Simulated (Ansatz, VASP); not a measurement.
## One calculation of ZrN, two programs

INCAR

```
  PREC = Accurate
  ENCUT = 600
  EDIFF = 1E-6
  ISMEAR = -1
  SIGMA = 0.03
  LREAL = F
  LASPH = T
  NELM = 120
  ALGO = Normal
  ISIF = 2
  LWAVE = F
  LCHARG = F
  GGA = CA
  NBANDS = 16
  GGA_COMPAT = F
```

The input KPOINTS:

```
Automatic mesh
0
Gamma
  9 9 9
```

File POSCAR:

```
ZrN
1.0
    0.0000000000      2.2375999771      2.2375999771
    2.2375999771      0.0000000000      2.2375999771
    2.2375999771      2.2375999771      0.0000000000
Zr N
1 1
Direct
    0.0000000000      0.0000000000      0.0000000000
    0.5000000000      0.5000000000      0.5000000000
```

Input for Ansatz:

```yaml
crystal:
  lattice:
    - [0.0, 2.2375999771, 2.2375999771]
    - [2.2375999771, 0.0, 2.2375999771]
    - [2.2375999771, 2.2375999771, 0.0]
  atoms:
    - { symbol: Zr, position: [0.0, 0.0, 0.0] }
    - { symbol: "N", position: [0.5, 0.5, 0.5] }
kpoints:
  mp_grid: { grid: [9, 9, 9] }
  band_path:
    path:
      - [0.0, 0.0, 0.0]
      - [0.5, 0.0, 0.5]
      - [0.625, 0.25, 0.625]
      - [0.375, 0.375, 0.75]
      - [0.0, 0.0, 0.0]
      - [0.5, 0.5, 0.5]
      - [0.5, 0.25, 0.75]
      - [0.5, 0.0, 0.5]
    npoints: 5
scf:
  occupations: { method: fermi_dirac, width: 0.03 }
hamiltonian:
  xc: lda
  pseudopotentials: { kind: all_electron, lapw: { basis_error: 0.00025 } }
output:
  forces: true
  stress: true
  eigenvalues: true
```

Change from the starting cell: volume scaled by 0.94.

Alike in both runs: task single point; functional LDA; k mesh 9 × 9 × 9; occupations fermi-dirac, width 0.03 eV; no spin polarisation.

```csv
,VASP,Ansatz
version,VASP 6.6.1,Ansatz 0.2.0
potentials or method,"VASP PAW LDA potentials, release 64 (Zr_sv, N), cutoff 600 eV","all-electron LAPW, scalar-relativistic"
```

```tsv
	VASP	Ansatz	Ansatz less VASP
pressure (GPa)	10.8	10.1	-0.74
```

LDA's correlation is that of Perdew and Zunger in VASP and of Perdew and Wang (1992) in Ansatz. Ansatz ran all-electron here, and VASP with PAW potentials.
